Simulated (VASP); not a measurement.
The system is Ni.

```
Ni
1.0
     2.44802    0.00000    0.00000
    -1.22401    2.12005    0.00000
     0.00000    0.00000    4.07281
Ni
2
Direct
  0.33333 0.66667 0.25000
  0.66667 0.33333 0.75000
```

Base run:

```yaml
Program: VASP 6.6.1
Functional: LDA
Potentials_or_basis: VASP PAW LDA potentials, release 64 (Ni)
Cutoff: 520 eV
k_mesh: 13 × 13 × 7
Occupations: fermi-dirac, width 0.1 eV
Spin: collinear spin, ferromagnetic start
Starting_moments: "[1.5, 1.5] μB"
```

Its results: pressure -10.6 GPa; net moment 1.16 μB per cell; site moments Ni +0.58 μB.

Q: The run is repeated on the same cell with these changes: k mesh from 13 × 13 × 7 to 5 × 5 × 3. What comes out?

A: Pressure -9.5 GPa; net moment 1.48 μB per cell; site moments Ni +0.74 μB.

Caveats: some runs use coarse meshes.
